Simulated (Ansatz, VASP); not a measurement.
# One calculation of AlSn, two programs

```xyz
2
Lattice="4.1981 0.0000 0.0000 -2.0991 3.6357 0.0000 0.0000 0.0000 3.3068" Properties=species:S:1:pos:R:3 pbc="T T T"
Al    0.0000    0.0000    0.0000
Sn    0.0000    2.4238    1.6534
```

Change from the starting cell: shortest bond scaled by 1, PAW files.

Alike in both runs: task single point; functional PBE; k mesh 8 × 8 × 9; occupations fermi-dirac, width 0.05 eV; no spin polarisation.

|  | VASP | Ansatz |
| --- | --- | --- |
| version | VASP 6.6.1 | Ansatz 0.2.0 |
| potentials or method | VASP PAW PBE potentials, release 64 (Al, Sn_d) | PAW with Ansatz's default frozen-core files, scalar-relativistic |
| plane-wave cutoff (eV) | 520 | 420 |
| valence electrons in the cell | 17 | 17 |

VASP gave:

- pressure (GPa): -0.1
- traceless stress, the component that is largest in VASP (GPa): -1.56

Q: What did Ansatz give for the same quantities?

A: Pressure (GPa): 0.0; traceless stress, the component that is largest in VASP (GPa): -1.56.
